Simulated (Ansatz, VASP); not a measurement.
## ZnC: VASP beside Ansatz

```xyz
8
Lattice="4.3065 0.0000 0.0000 0.0000 4.3065 0.0000 0.0000 0.0000 4.3065" Properties=species:S:1:pos:R:3 pbc="T T T"
Zn    0.5771    0.5771    0.5771
Zn    1.5762    3.7294    2.7303
Zn    2.7303    1.5762    3.7294
Zn    3.7294    2.7303    1.5762
C     3.6368    3.6368    3.6368
C     2.8229    0.6697    1.4836
C     1.4836    2.8229    0.6697
C     0.6697    1.4836    2.8229
```

Alike in both runs: task single point; functional PBE; k mesh 4 × 4 × 4; occupations gaussian, width 0.1 eV; no spin polarisation.

|  | VASP | Ansatz |
| --- | --- | --- |
| version | VASP 6.6.1 | Ansatz 0.2.0 |
| potentials or method | VASP PAW PBE potentials, release 64 (Zn, C), cutoff 520 eV | scalar-relativistic, plane waves, PAW |
| valence electrons in the cell | 64 | 64 |

Ansatz gave:

| Property | Result |
| --- | --- |
| gap on the k mesh at the Fermi level (eV) | none |
| pressure (GPa) | 10.3 |
| rms of the force components (eV/Å) | 0.229 |

Problem. What did VASP give for the same quantities?

Solution. gap on the k mesh at the Fermi level (eV): none; pressure (GPa): 11.0; rms of the force components (eV/Å): 0.236.

Atom by atom the forces differ by 0.006 eV/Å (rms over components). A gap of «none» marks a metal or a gap that the smearing closes.

The k mesh is coarse, so the values compare programs but aren't converged.
